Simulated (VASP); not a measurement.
# Al (P6_3/mmc) in VASP: notebook

Al is run at these levels: PBEsol; tasks: single point.

All numbers are computed with VASP 6.6.1; they aren't measurements. Logs are shortened: lines on timing, memory, paths and dates and some standing lists are left out, and cuts for length are marked.

### 1 The cell of the first run

The structure is hexagonal, space group P6_3/mmc (No. 194). The conventional cell has a = 2.827 Å, b = 2.827 Å, c = 9.002 Å, α = 90.00°, β = 90.00°, γ = 120.00°. Al (site symmetry -6m2) has 12 Al at 2.78 to 2.83 Å within 3.7 Å. Al (site symmetry -3m) has 12 Al at 2.78 to 2.83 Å within 3.7 Å.

### 2 Single point, PBEsol

Input file INCAR:

```
SYSTEM = Al
  PREC = Accurate
  ENCUT = 520
  EDIFF = 1E-6
  ISMEAR = -1
  SIGMA = 0.05
  LREAL = .FALSE.
  LASPH = .TRUE.
  NELM = 60
  ALGO = Normal
  ISIF = 2
  LWAVE = .FALSE.
  LCHARG = .TRUE.
  GGA = PS
  LELF = .TRUE.
  LVHAR = .TRUE.
  NBANDS = 14
```

Input file KPOINTS:

```
Automatic mesh
0
G
  9 9 3
  0 0 0
```

Input file POSCAR:

```
Al
1.0
    2.8270770242      0.0000000000      0.0000000000
   -1.4135385121      2.4483205214      0.0000000000
    0.0000000000      0.0000000000      9.0022732086
Al
4
Direct
    0.6666666667      0.3333333333      0.7500000000
    0.0000000000      0.0000000000      0.5000000000
    0.3333333333      0.6666666667      0.2500000000
    0.0000000000      0.0000000000      0.0000000000
```

Potentials or basis: VASP PAW PBE potentials, release 64 (Al).

Run with:

```sh
> cat potpaw_PBE.64/Al/POTCAR > POTCAR
> mpirun -np 1 vasp_std > vasp.out
```

OUTCAR:

```text
SYSTEM = Al
   PREC = Accurate
   ENCUT = 520
   EDIFF = 1E-6
   ISMEAR = -1
   LREAL = .FALSE.
   LASPH = .TRUE.
   NELM = 60
   ISIF = 2
   GGA = PS

 ion  position               nearest neighbor table
   1  0.667  0.333  0.750-   2 2.78   4 2.78   2 2.78   4 2.78   2 2.78   4 2.78
   2  0.000  0.000  0.500-   1 2.78   3 2.78   3 2.78   1 2.78   1 2.78   3 2.78
   3  0.333  0.667  0.250-   2 2.78   4 2.78   2 2.78   4 2.78   2 2.78   4 2.78
   4  0.000  0.000  0.000-   1 2.78   3 2.78   3 2.78   1 2.78   1 2.78   3 2.78

  LATTYP: Found a hexagonal cell.
 ALAT       =     2.8270770242
 C/A-ratio  =     3.1843041882

  Lattice vectors:

 A1 = (   2.8270770242,   0.0000000000,   0.0000000000)
 A2 = (  -1.4135385121,   2.4483205214,   0.0000000000)
 A3 = (   0.0000000000,   0.0000000000,   9.0022732086)

Analysis of symmetry for initial positions (statically):
=====================================================================
 Subroutine PRICEL returns:
 Original cell was already a primitive cell.

 Routine SETGRP: Setting up the symmetry group for a
 hexagonal supercell.

 Subroutine GETGRP returns: Found 24 space group operations
 (whereof 12 operations were pure point group operations)
 out of a pool of 24 trial point group operations.

The static configuration has the point symmetry D_3d.
 The point group associated with its full space group is D_6h.

Analysis of symmetry for dynamics (positions and initial velocities):
=====================================================================
 Subroutine PRICEL returns:
 Original cell was already a primitive cell.

 Routine SETGRP: Setting up the symmetry group for a
 hexagonal supercell.

 Subroutine GETGRP returns: Found 24 space group operations
 (whereof 12 operations were pure point group operations)
 out of a pool of 24 trial point group operations.

The dynamic configuration has the point symmetry D_3d.
 The point group associated with its full space group is D_6h.

 Subroutine INISYM returns: Found 24 space group operations
 (whereof 12 operations are pure point group operations),
 and found     1 'primitive' translations

----------------------------------------------------------------------------------------

                                     Primitive cell

  volume of cell :      62.3101

  direct lattice vectors                    reciprocal lattice vectors
     2.827077024  0.000000000  0.000000000     0.353722234  0.204221627  0.000000000
    -1.413538512  2.448320521  0.000000000     0.000000000  0.408443254  0.000000000
     0.000000000  0.000000000  9.002273209     0.000000000  0.000000000  0.111083054

  length of vectors
[... 101 lines left out ...]
   EFERMI_NEDOS =   21; number of points for ismear=-14 and -15
   IALGO  =     38    algorithm
   IMIX   =      4    mixing-type and parameters
     AMIX     =   0.40;   BMIX     =  1.00
     AMIX_MAG =   1.60;   BMIX_MAG =  1.00
  volume/ion in A,a.u.               =      15.58       105.12
  Fermi-wavevector in a.u.,A,eV,Ry     =   0.945401  1.786548 12.160647  0.893782
  Thomas-Fermi vector in A             =   2.073299
   LORBIT       =      0    0 simple, 1 ext, 2 COOP (PROOUT), +10 PAW based schemes
   GGA     = PS    functional components
   LHFCALC =     F    Hartree Fock is set to
   AEXX    =    0.0000 exact exchange contribution
   IVDW    =     0    specifies the selected vdW correction
   LEPSILON=     F    determine dielectric tensor
   LRPA    =     F    only Hartree local field effects (RPA)
 non-spin polarized calculation
  energy-cutoff  :      520.00
  volume of cell :       62.31
 maximum number of plane-waves:      1688
 NGX is ok and might be reduce to    24
   NGX = 11   NGY = 11   NGZ = 33

 number of electron      12.0000000 magnetization

 Free energy of the ion-electron system (eV)
  ---------------------------------------------------
  ext. energy  EPLUGINS =         0.00000000
  ---------------------------------------------------
  free energy    TOTEN  =       -16.25755564 eV

  energy without entropy =      -16.23820640  energy(sigma->0) =      -16.24788102

 E-fermi :   8.4506     XC(G=0): -10.4691

 val. band max:        8.4455095587   @ k =   0.2222   0.2222   0.0000
 cond. band min:       8.5018670293   @ k =   0.2222   0.2222   0.3333
 fundamental gap:      0.0563574706
 Fermi energy:         8.4506374859

 k-point     1 :       0.0000    0.0000    0.0000
  band No.  band energies     occupation
      1      -2.9732      2.00000
      2      -1.1651      2.00000
      3      -1.1547      2.00000
      4       3.8863      2.00000
      5       4.4233      2.00000
      6      12.5990      0.00000
      7      12.6175      0.00000
      8      19.2534      0.00000
      9      19.2534      0.00000
     10      19.4221      0.00000
     11      19.4221      0.00000
     12      20.4039      0.00000
     13      20.4062      0.00000
     14      20.5997      0.00000
[... 377 lines left out ...]
      1       5.0789      2.00000
      2       5.2237      2.00000
      3       5.2237      2.00000
      4       5.5679      2.00000
      5       5.7706      2.00000
      6       5.7706      2.00000
      7       8.0007      1.99975
      8       8.0007      1.99975
      9       8.3249      1.85034
     10       9.8294      0.00000
     11      10.1793      0.00000
     12      10.1793      0.00000
     13      14.3869      0.00000
     14      14.3869      0.00000

------------------------ aborting loop because EDIFF is reached ----------------------------------------

  FORCE on cell =-STRESS in cart. coord.  units (eV):
  Direction    XX          YY          ZZ          XY          YZ          ZX
  --------------------------------------------------------------------------------------
  -------------------------------------------------------------------------------------
  Total        0.9556813      0.9556813      2.3029222      0.0000000      0.0000000      0.0000000
  in kB       24.5734176     24.5734176     59.2150025      0.0000000      0.0000000      0.0000000
  external PRESSURE =      36.1206126 kB  Pullay stress =       0.0000000 kB

 VOLUME and BASIS-vectors are now :
 -----------------------------------------------------------------------------
  energy-cutoff  :      520.00
  volume of cell :       62.31
      direct lattice vectors                 reciprocal lattice vectors
     2.827077024  0.000000000  0.000000000     0.353722234  0.204221627  0.000000000
    -1.413538512  2.448320521  0.000000000     0.000000000  0.408443254  0.000000000
     0.000000000  0.000000000  9.002273209     0.000000000  0.000000000  0.111083054

 POSITION                                       TOTAL-FORCE (eV/Angst)
 -----------------------------------------------------------------------------------
      1.41354      0.81611      6.75170         0.000000      0.000000      0.000000
      0.00000      0.00000      4.50114        -0.000000      0.000000      0.000000
     -0.00000      1.63221      2.25057        -0.000000      0.000000      0.000000
      0.00000      0.00000      0.00000         0.000000      0.000000      0.000000
 -----------------------------------------------------------------------------------
    total drift:                               -0.000000      0.000000      0.000000

  FREE ENERGIE OF THE ION-ELECTRON SYSTEM (eV)
  ---------------------------------------------------
  free  energy   TOTEN  =       -16.2575556412 eV

  energy  without entropy=      -16.2382063954  energy(sigma->0) =      -16.24788102
```

stdout:

```text
POSCAR found type information on POSCAR Al
 POSCAR found :  1 types and       4 ions
 scaLAPACK will be used
 -----------------------------------------------------------------------------
|                                                                             |
|                                                                             |
|     You enforced a specific xc type in the INCAR file but a different       |
|     I HOPE YOU KNOW WHAT YOU ARE DOING!                                     |
|                                                                             |
 -----------------------------------------------------------------------------

 LDA part: xc-table for (Slater+PW92), standard interpolation
 POSCAR, INCAR and KPOINTS ok, starting setup
 FFT: planning ... GRIDC
 FFT: planning ... GRID_SOFT
 FFT: planning ... GRID
 WAVECAR not read
 entering main loop
```

Wall time 12 s (1 thread of Intel Xeon Platinum 8375C at 2.90GHz (Ice Lake), shared host); peak memory 0.18 GiB.

What came out:

```
Free energy            : -16.2576 eV
Pressure               : 3.6 GPa
Band gap on the k mesh : zero (band 6 reaches 12.80 eV, above the bottom of band 7 at 7.12 eV)
```

Caveat: the PAW data sets were made with another functional, which shifts forces and pressure a little.

### 3 Single point, PBEsol

This run uses another cell than the first one, of 15.74 Å³/atom, 1.010 times its volume.

Input file INCAR:

```
SYSTEM = Al
PREC = Accurate
ENCUT = 520
EDIFF = 1E-6
ISMEAR = -1
SIGMA = 0.05
LREAL = .False.
LASPH = .True.
NELM = 60
ALGO = Normal
ISIF = 2
LWAVE = .False.
LCHARG = .True.
GGA = PS
LELF = .True.
LVHAR = .True.
NBANDS = 14
```

Input file KPOINTS:

```
Automatic mesh
0
Gamma
  9 9 3
  0 0 0
```

Edit POSCAR of step 2 so:

```diff
@@ -4,3 +4,3 @@
    -1.4135385121      2.4483205214      0.0000000000
-    0.0000000000      0.0000000000      9.0022732086
+    0.0000000000      0.0000000000      9.0941331393
 Al
```

Potentials or basis: VASP PAW PBE potentials, release 64 (Al).

Run with:

```sh
> cat potpaw_PBE.64/Al/POTCAR > POTCAR
> mpirun -np 1 vasp_std > vasp.out
```

Run time: 12 s. Hardware: 1 thread of Intel Xeon Platinum 8375C at 2.90GHz (Ice Lake), shared host; peak memory 0.18 GiB.

The run converged. Its results:

```yaml
Free_energy: -16.2802 eV
Pressure: 2.6 GPa
Band_gap_on_the_k_mesh: zero (band 6 reaches 12.59 eV, above the bottom of band 7 at 7.04 eV)
```

Stress tensor (GPa, compression positive):
```
1.16 0.00 0.00
0.00 1.16 0.00
0.00 0.00 5.38
```

Levels at points of the mesh, in eV from the Fermi level:
```tsv
k point	band 2	band 3	band 4	band 5	band 6	band 7	band 8	band 9
(0.00, 0.00, 0.00)	-9.57	-9.56	-4.57	-4.13	3.94	3.95	10.90	10.90
```

Caveat: the PAW data sets were made with another functional, which shifts forces and pressure a little.

### 4 Single point, PBEsol

This run uses another cell than the first one, of 15.90 Å³/atom, 1.020 times its volume.

Input file INCAR:

```
ALGO = Fast
EDIFF = 1E-6
ENCUT = 520
GGA = PS
ISIF = 2
ISMEAR = -1
LASPH = T
LCHARG = F
LREAL = F
LWAVE = F
NBANDS = 14
NELM = 60
PREC = Accurate
SIGMA = 0.05
```

Input file KPOINTS:

```
k-points
0
Gamma
  9 9 3
```

Edit POSCAR of step 3 so:

```diff
@@ -4,3 +4,3 @@
    -1.4135385121      2.4483205214      0.0000000000
-    0.0000000000      0.0000000000      9.0941331393
+    0.0000000000      0.0000000000      9.1859930700
 Al
```

Run with:

```sh
> cat potpaw_PBE.64/Al/POTCAR > POTCAR
> mpirun -np 1 vasp_std > vasp.out
```

It took 13 s on 1 thread of Intel Xeon Platinum 8375C at 2.90GHz (Ice Lake), shared host; peak memory 0.18 GiB.

Results (log left out):

* Free energy: -16.2992 eV
* Pressure: 1.7 GPa
* Band gap on the k mesh: zero (band 6 reaches 12.38 eV, above the bottom of band 7 at 6.97 eV)

Stress tensor (GPa, compression positive):
```
0.44 0.00 0.00
0.00 0.44 0.00
0.00 0.00 4.07
```

Levels at points of the mesh, in eV from the Fermi level:
```csv
k point,band 1,band 2,band 3,band 4,band 5,band 6,band 7,band 8,band 9,band 10
"(0.00, 0.00, 0.00)",-11.27,-9.53,-9.52,-4.60,-4.25,3.72,3.74,10.98,10.98,11.14
```

Caveat: the PAW data sets were made with another functional, which shifts forces and pressure a little.

### 5 Single point, PBEsol

This run uses another cell than the first one, of 16.05 Å³/atom, 1.031 times its volume.

Input file INCAR:

```
SYSTEM = Al
PREC = Accurate
ENCUT = 520
EDIFF = 1E-6
ISMEAR = -1
SIGMA = 0.05
LREAL = .FALSE.
LASPH = .TRUE.
NELM = 80
ALGO = Normal
ISIF = 2
LWAVE = .FALSE.
LCHARG = .FALSE.
GGA = PS
NBANDS = 14
```

Input file KPOINTS:

```
regular mesh
0
G
  9 9 3
  0 0 0
```

Edit POSCAR of step 4 so:

```diff
@@ -4,3 +4,3 @@
    -1.4135385121      2.4483205214      0.0000000000
-    0.0000000000      0.0000000000      9.1859930700
+    0.0000000000      0.0000000000      9.2778530007
 Al
```

Run with:

```sh
> cat potpaw_PBE.64/Al/POTCAR > POTCAR
> mpirun -np 1 vasp_std > vasp.out
```

Wall time 11 s (1 thread of Intel Xeon Platinum 8375C at 2.90GHz (Ice Lake), shared host); peak memory 0.18 GiB.

The run converged. Its results:

```
Free energy            : -16.3119 eV
Pressure               : 0.8 GPa
Band gap on the k mesh : zero (band 6 reaches 12.15 eV, above the bottom of band 7 at 6.89 eV)
```

Stress tensor (GPa, compression positive):
```
0.13 0.00 0.00
0.00 0.13 0.00
0.00 0.00 2.27
```

Levels at points of the mesh, in eV from the Fermi level:
| k point | band 3 | band 4 | band 5 | band 6 | band 7 | band 8 |
| --- | --- | --- | --- | --- | --- | --- |
| (0.00, 0.00, 0.00) | -9.50 | -4.62 | -4.37 | 3.50 | 3.51 | 11.04 |

Caveat: the PAW data sets were made with another functional, which shifts forces and pressure a little.

### 6 Single point, PBEsol

This run uses another cell than the first one, of 16.21 Å³/atom, 1.041 times its volume.

Input file INCAR:

```
ALGO = Fast
EDIFF = 1E-6
ENCUT = 520
GGA = PS
ISIF = 2
ISMEAR = -1
LASPH = True
LCHARG = False
LREAL = False
LWAVE = False
NBANDS = 14
NELM = 100
PREC = Accurate
SIGMA = 0.05
```

Input file KPOINTS:

```
k-points
0
Gamma
  9 9 3
```

Edit POSCAR of step 5 so:

```diff
@@ -4,3 +4,3 @@
    -1.4135385121      2.4483205214      0.0000000000
-    0.0000000000      0.0000000000      9.2778530007
+    0.0000000000      0.0000000000      9.3697129314
 Al
```

Potentials or basis: VASP PAW PBE potentials, release 64 (Al).

Run with:

```sh
> cat potpaw_PBE.64/Al/POTCAR > POTCAR
> mpirun -np 1 vasp_std > vasp.out
```

It took 12 s on 1 thread of Intel Xeon Platinum 8375C at 2.90GHz (Ice Lake), shared host; peak memory 0.18 GiB.

The run converged. Its results:

```yaml
Free_energy: -16.3170 eV
Pressure: 0.1 GPa
Band_gap_on_the_k_mesh: zero (band 6 reaches 11.90 eV, above the bottom of band 7 at 6.82 eV)
```

Stress tensor (GPa, compression positive):
```
-0.01  0.00  0.00
 0.00 -0.01  0.00
 0.00  0.00  0.26
```

Levels at points of the mesh, in eV from the Fermi level:
| k point | band 3 | band 4 | band 5 | band 6 | band 7 | band 8 |
| --- | --- | --- | --- | --- | --- | --- |
| (0.00, 0.00, 0.00) | -9.49 | -4.66 | -4.50 | 3.28 | 3.29 | 11.10 |

Caveat: the PAW data sets were made with another functional, which shifts forces and pressure a little.

### 7 Overview

| cell | gap on the mesh (eV) | pressure (GPa) |
| --- | --- | --- |
| a = 2.827, b = 2.827, c = 9.002 Å, angles 90.0, 90.0, 120.0°, 4 atoms | none | 3.6 |
| a = 2.827, b = 2.827, c = 9.094 Å, angles 90.0, 90.0, 120.0°, 4 atoms | none | 2.6 |
| a = 2.827, b = 2.827, c = 9.186 Å, angles 90.0, 90.0, 120.0°, 4 atoms | none | 1.7 |
| a = 2.827, b = 2.827, c = 9.278 Å, angles 90.0, 90.0, 120.0°, 4 atoms | none | 0.8 |
| a = 2.827, b = 2.827, c = 9.370 Å, angles 90.0, 90.0, 120.0°, 4 atoms | none | 0.1 |

Alike in all rows: task single point; level PBEsol; potentials or basis VASP PAW PBE potentials, release 64 (Al); no spin polarisation; k mesh 9 × 9 × 3; cutoff (eV) 520; smearing fermi-dirac 0.05 eV.

Caveats: the PAW data sets were made with another functional, which shifts forces and pressure a little.

Total energies depend on the potentials used, so only differences within one code and one set of settings carry meaning.
